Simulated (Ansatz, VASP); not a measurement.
**Two plane-wave programs on PtSeS3**

File INCAR:

```
SYSTEM = PtSeS3
  PREC = Accurate
  ENCUT = 600
  EDIFF = 1E-7
  ISMEAR = 0
  SIGMA = 0.1
  LREAL = .False.
  LASPH = .True.
  NELM = 60
  ALGO = Normal
  ISIF = 3
  LWAVE = .False.
  LCHARG = .False.
  GGA = PE
  IBRION = 2
  NSW = 90
  EDIFFG = -0.04
```

KPOINTS

```
Automatic mesh
0
Gamma
  3 3 3
  0 0 0
```

Contents of POSCAR:

```
PtSeS3
1.0
    3.5198139600      2.0321655400      2.8976497200
   -3.5198139600      2.0321655400      2.8976497200
    0.0000000000     -4.0643310700      2.8976497200
Pt Se S
1 1 3
Direct
    0.0000000000      0.0000000000      0.0000000000
    0.5000000000      0.5000000000      0.5000000000
    0.5000000000      0.0186002900      0.9813997100
    0.0186002900      0.9813997100      0.5000000000
    0.9813997100      0.5000000000      0.0186002900
```

Input for Ansatz:

```yaml
crystal:
  lattice:
    - [3.51981396, 2.03216554, 2.89764972]
    - [-3.51981396, 2.03216554, 2.89764972]
    - [0.0, -4.06433107, 2.89764972]
  atoms:
    - { symbol: Pt, position: [0.0, 0.0, 0.0] }
    - { symbol: Se, position: [0.5, 0.5, 0.5] }
    - { symbol: S, position: [0.5, 0.01860029, 0.98139971] }
    - { symbol: S, position: [0.01860029, 0.98139971, 0.5] }
    - { symbol: S, position: [0.98139971, 0.5, 0.01860029] }
basis:
  ecutwfc: 420
kpoints:
  mp_grid: { grid: [3, 3, 3] }
hamiltonian:
  xc: pbe
scf:
  occupations: { method: gaussian, width: 0.1 }
  lower_state_search: "off"
output:
  forces: true
  stress: true
  eigenvalues: true
relax:
  adjacent_minimum: "off"
  f_tol: 0.04
  max_steps: 70
  cell: { stress_tol: 0.4 }
```

Change from the starting cell: species swapped into the CsPbCl3 type (R32, No. 155).

Alike in both runs: task relaxation of cell and atoms; functional PBE; k mesh 3 × 3 × 3; occupations gaussian, width 0.1 eV; no spin polarisation.

```csv
,VASP,Ansatz
version,VASP 6.6.1,Ansatz 0.2.0
potentials or method,"VASP PAW PBE potentials, release 64 (Pt, Se, S), cutoff 600 eV","scalar-relativistic, plane waves, PAW"
valence electrons in the cell,34,52
```

```csv
,VASP,Ansatz,Ansatz less VASP
"gap on the k mesh at the Fermi level, each at its own relaxed structure (eV)",none,none,-
relaxed volume (Å³/atom),20.66,20.62,-0.043
relaxed cell length with the largest relative difference (Å),4.791,4.785,-0.0060
```

A gap of «none» marks a metal or a gap that the smearing closes. VASP's potentials hold 34 valence electrons a cell and Ansatz's 52, so a difference there can come from the potentials and not from the codes.

The k mesh is coarse, so the values compare programs but aren't converged. Spin-orbit coupling is off throughout. Noted on VASP's run: the volume moved by over 15 % at a fixed basis, so the end points are rough.
